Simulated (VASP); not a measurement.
# Ge3Pd in VASP: further runs

Runs on Ge3Pd. Level: PBE. Tasks: single point, relaxation of cell and atoms.

All numbers are computed with VASP 6.6.1; they aren't measurements. Logs are shortened: lines on timing, memory, paths and dates and some standing lists are left out, and cuts for length are marked.

### 1 The cell of the first run

Symmetry: Pm-3m, No. 221, cubic system. The conventional cell has a = 4.142 Å, b = 4.142 Å, c = 4.142 Å, α = 90.00°, β = 90.00°, γ = 90.00°. Ge (site symmetry 4/mmm) has 8 Ge at 2.93 Å and 4 Pd at 2.93 Å within 3.9 Å. Within 3.9 Å of Pd (site symmetry m-3m) lie 12 Ge at 2.93 Å.

### 2 Single point, PBE

Contents of INCAR:

```
SYSTEM = Ge3Pd
  PREC = Accurate
  ENCUT = 520
  EDIFF = 1E-6
  ISMEAR = 0
  SIGMA = 0.1
  LREAL = .False.
  LASPH = .True.
  NELM = 60
  ALGO = Normal
  ISIF = 2
  LWAVE = .False.
  LCHARG = .True.
  GGA = PE
  LELF = .True.
  LVHAR = .True.
  NBANDS = 34
```

Contents of KPOINTS:

```
regular mesh
0
Gamma
  4 4 4
  0 0 0
```

Contents of POSCAR:

```
Ge3Pd
1.0
    4.1420931547      0.0000000000      0.0000000000
    0.0000000000      4.1420931547      0.0000000000
    0.0000000000      0.0000000000      4.1420931547
Ge Pd
3 1
Direct
    0.0000000000      0.5000000000      0.5000000000
    0.5000000000      0.0000000000      0.5000000000
    0.5000000000      0.5000000000      0.0000000000
    0.0000000000      0.0000000000      0.0000000000
```

Potentials or basis: VASP PAW PBE potentials, release 64 (Ge_d, Pd).

Run with:

```sh
> cat potpaw_PBE.64/Ge_d/POTCAR potpaw_PBE.64/Pd/POTCAR > POTCAR
> mpirun -np 1 vasp_std > vasp.out
```

OUTCAR:

```text
SYSTEM = Ge3Pd
   PREC = Accurate
   ENCUT = 520
   EDIFF = 1E-6
   ISMEAR = 0
   LREAL = .False.
   LASPH = .True.
   NELM = 60
   ISIF = 2
   GGA = PE

 ion  position               nearest neighbor table
   1  0.000  0.500  0.500-   4 2.93   4 2.93   4 2.93   4 2.93
   2  0.500  0.000  0.500-   4 2.93   4 2.93   4 2.93   4 2.93
   3  0.500  0.500  0.000-   4 2.93   4 2.93   4 2.93   4 2.93
   4  0.000  0.000  0.000-   1 2.93   2 2.93   3 2.93   1 2.93   2 2.93   1 2.93   3 2.93   1 2.93
                             2 2.93   3 2.93   2 2.93   3 2.93

  LATTYP: Found a simple cubic cell.
 ALAT       =     4.1420931547

  Lattice vectors:

 A1 = (   4.1420931547,   0.0000000000,   0.0000000000)
 A2 = (   0.0000000000,   4.1420931547,   0.0000000000)
 A3 = (   0.0000000000,   0.0000000000,   4.1420931547)

Analysis of symmetry for initial positions (statically):
=====================================================================
 Subroutine PRICEL returns:
 Original cell was already a primitive cell.

 Routine SETGRP: Setting up the symmetry group for a
 simple cubic supercell.

 Subroutine GETGRP returns: Found 48 space group operations
 (whereof 48 operations were pure point group operations)
 out of a pool of 48 trial point group operations.

The static configuration has the point symmetry O_h .

Analysis of symmetry for dynamics (positions and initial velocities):
=====================================================================
 Subroutine PRICEL returns:
 Original cell was already a primitive cell.

 Routine SETGRP: Setting up the symmetry group for a
 simple cubic supercell.

 Subroutine GETGRP returns: Found 48 space group operations
 (whereof 48 operations were pure point group operations)
 out of a pool of 48 trial point group operations.

The dynamic configuration has the point symmetry O_h .

 Subroutine INISYM returns: Found 48 space group operations
 (whereof 48 operations are pure point group operations),
 and found     1 'primitive' translations

----------------------------------------------------------------------------------------

                                     Primitive cell

  volume of cell :      71.0656

  direct lattice vectors                    reciprocal lattice vectors
     4.142093155  0.000000000  0.000000000     0.241423832  0.000000000  0.000000000
     0.000000000  4.142093155  0.000000000     0.000000000  0.241423832  0.000000000
     0.000000000  0.000000000  4.142093155     0.000000000  0.000000000  0.241423832

  length of vectors
[... 72 lines left out ...]
   LREAL  =      F    real-space projection
   EDIFFG = 0.1E-04   stopping-criterion for IOM
   NSW    =      0    number of steps for IOM
   IBRION =     -1    ionic relax: 0-MD 1-quasi-New 2-CG
   NFREE  =      0    steps in history (QN), initial steepest desc. (CG)
   ISIF   =      2    stress and relaxation
   ISYM   =      2    0-nonsym 1-usesym 2-fastsym
   POTIM  = 0.5000    time-step for ionic-motion
   TEBEG  =    0.0;   TEEND  =   0.0 temperature during run
   PSTRESS=    0.0 pullay stress
   NELECT =      52.0000    total number of electrons
   NUPDOWN=      -1.0000    fix difference up-down
   EMIN   =  10.00;   EMAX   =-10.00  energy-range for DOS
   EFERMI =   0.00;   METHOD = LEGACY
   ISMEAR =     0;   SIGMA  =   0.10  broadening in eV -4-tet -1-fermi 0-gaus
   EFERMI_NEDOS =   21; number of points for ismear=-14 and -15
   IALGO  =     38    algorithm
   IMIX   =      4    mixing-type and parameters
     AMIX     =   0.40;   BMIX     =  1.00
     AMIX_MAG =   1.60;   BMIX_MAG =  1.00
  volume/ion in A,a.u.               =      17.77       119.89
  Fermi-wavevector in a.u.,A,eV,Ry     =   1.475218  2.787757 29.609909  2.176267
  Thomas-Fermi vector in A             =   2.589894
   LORBIT       =      0    0 simple, 1 ext, 2 COOP (PROOUT), +10 PAW based schemes
   GGA     = PE    functional components
   LHFCALC =     F    Hartree Fock is set to
   AEXX    =    0.0000 exact exchange contribution
   IVDW    =     0    specifies the selected vdW correction
   LEPSILON=     F    determine dielectric tensor
   LRPA    =     F    only Hartree local field effects (RPA)
 non-spin polarized calculation
 Gauss-broadening in eV      SIGMA  =   0.10
  energy-cutoff  :      520.00
  volume of cell :       71.07
 maximum number of plane-waves:      1936
 NGX is ok and might be reduce to    32
   NGX = 15   NGY = 15   NGZ = 15

 number of electron      52.0000056 magnetization

 Free energy of the ion-electron system (eV)
  ---------------------------------------------------
  ext. energy  EPLUGINS =         0.00000000
  ---------------------------------------------------
  free energy    TOTEN  =       -18.36469967 eV

  energy without entropy =      -18.34688861  energy(sigma->0) =      -18.35579414

 E-fermi :   7.5967     XC(G=0): -11.7075

 val. band max:        7.5715597039   @ k =   0.5000   0.2500   0.0000
 cond. band min:       7.6636238800   @ k =   0.5000   0.5000   0.0000
 fundamental gap:      0.0920641762
 Fermi energy:         7.5966573806

 k-point     1 :       0.0000    0.0000    0.0000
  band No.  band energies     occupation
      1     -17.2299      2.00000
      2     -17.2299      2.00000
      3     -17.2299      2.00000
      4     -17.2150      2.00000
      5     -17.1763      2.00000
      6     -17.1763      2.00000
[... 359 lines left out ...]
     33      15.0935      0.00000
     34      20.7020      0.00000

------------------------ aborting loop because EDIFF is reached ----------------------------------------

  FORCE on cell =-STRESS in cart. coord.  units (eV):
  Direction    XX          YY          ZZ          XY          YZ          ZX
  --------------------------------------------------------------------------------------
  -------------------------------------------------------------------------------------
  Total       -0.1258601     -0.1258601     -0.1258601      0.0000000      0.0000000     -0.0000000
  in kB       -2.8375205     -2.8375205     -2.8375205      0.0000000      0.0000000     -0.0000000
  external PRESSURE =      -2.8375205 kB  Pullay stress =       0.0000000 kB

 VOLUME and BASIS-vectors are now :
 -----------------------------------------------------------------------------
  energy-cutoff  :      520.00
  volume of cell :       71.07
      direct lattice vectors                 reciprocal lattice vectors
     4.142093155  0.000000000  0.000000000     0.241423832  0.000000000  0.000000000
     0.000000000  4.142093155  0.000000000     0.000000000  0.241423832  0.000000000
     0.000000000  0.000000000  4.142093155     0.000000000  0.000000000  0.241423832

 POSITION                                       TOTAL-FORCE (eV/Angst)
 -----------------------------------------------------------------------------------
      0.00000      2.07105      2.07105         0.000000      0.000000      0.000000
      2.07105      0.00000      2.07105         0.000000      0.000000      0.000000
      2.07105      2.07105      0.00000         0.000000      0.000000      0.000000
      0.00000      0.00000      0.00000         0.000000      0.000000      0.000000
 -----------------------------------------------------------------------------------
    total drift:                                0.000000     -0.000000     -0.000000

  FREE ENERGIE OF THE ION-ELECTRON SYSTEM (eV)
  ---------------------------------------------------
  free  energy   TOTEN  =       -18.3646996700 eV

  energy  without entropy=      -18.3468886087  energy(sigma->0) =      -18.35579414
```

stdout:

```text
POSCAR found type information on POSCAR GePd
 POSCAR found :  2 types and       4 ions
 scaLAPACK will be used
 LDA part: xc-table for (Slater+PW92), standard interpolation
 POSCAR, INCAR and KPOINTS ok, starting setup
 FFT: planning ... GRIDC
 FFT: planning ... GRID_SOFT
 FFT: planning ... GRID
 WAVECAR not read
 entering main loop
```

It took 16 s on 1 thread of Intel Xeon Platinum 8488C (Sapphire Rapids), shared host; peak memory 0.18 GiB.

Results:

| Quantity | Value |
| --- | --- |
| Free energy | -18.3647 eV |
| Pressure | -0.3 GPa |
| Band gap on the k mesh | zero (band 26 reaches 7.71 eV, above the bottom of band 27 at 5.94 eV) |

Levels at points of the mesh, in eV from the Fermi level:
| k point | band 22 | band 23 | band 24 | band 25 | band 26 | band 27 | band 28 | band 29 | band 30 | band 31 |
| --- | --- | --- | --- | --- | --- | --- | --- | --- | --- | --- |
| (0.00, 0.00, 0.00) | -2.73 | -2.73 | -2.73 | -1.65 | -1.65 | 0.82 | 2.94 | 2.94 | 2.94 | 5.58 |
| (0.50, 0.00, 0.00) | -2.69 | -2.47 | -0.35 | -0.35 | -0.08 | -0.08 | 0.30 | 0.81 | 2.63 | 5.83 |
| (0.50, 0.50, 0.00) | -2.46 | -2.18 | -2.14 | -0.18 | 0.07 | 0.92 | 0.92 | 2.38 | 2.38 | 5.08 |
| (0.50, 0.50, 0.50) | -4.41 | -2.38 | -2.38 | -1.66 | -1.66 | -1.66 | -0.36 | 7.42 | 7.42 | 7.50 |

Caveat: the k points lie up to 0.38 Å⁻¹ apart.

(Continued in part 2 of 2.)
